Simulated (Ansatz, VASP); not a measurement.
# One calculation of Cd3SeS2, two programs

```
Cd Se S
1.0
    -2.13520    2.13520    8.98287
     2.13520   -2.13520    8.98287
     2.13520    2.13520   -8.98287
Cd Se S
3 1 2
Direct
  0.75000 0.25000 0.50000
  0.08903 0.58903 0.50000
  0.41097 0.91097 0.50000
  0.00000 0.00000 0.00000
  0.33041 0.33041 0.00000
  0.66959 0.66959 0.00000
```

Alike in both runs: functional PBE; k mesh 4 × 4 × 4; occupations gaussian, width 0.15 eV; no spin polarisation.

Ansatz relaxed the structure, and its values are those at the end. VASP's run is a single point on that final structure, the one shown.

```csv
,VASP,Ansatz
version,VASP 6.6.1,Ansatz 0.2.0
potentials or method,"VASP PAW PBE potentials, release 64 (Cd, Se, S), cutoff 520 eV","scalar-relativistic, plane waves, PAW"
valence electrons in the cell,54,88
```

Ansatz gave:

```
gap on the k mesh at the Fermi level (eV) : 0.79
least direct gap on the mesh (eV)         : 0.79
pressure (GPa)                            : -0.1
rms of the force components (eV/Å)        : 0.006
```

Q: Which values does VASP return?

A: gap on the k mesh at the Fermi level (eV): 0.79; least direct gap on the mesh (eV): 0.79; pressure (GPa): 0.1; rms of the force components (eV/Å): 0.007.

VASP's potentials hold 54 valence electrons a cell and Ansatz's 88, so a difference there can come from the potentials and not from the codes.

The k mesh is coarse, so the values compare programs but aren't converged.
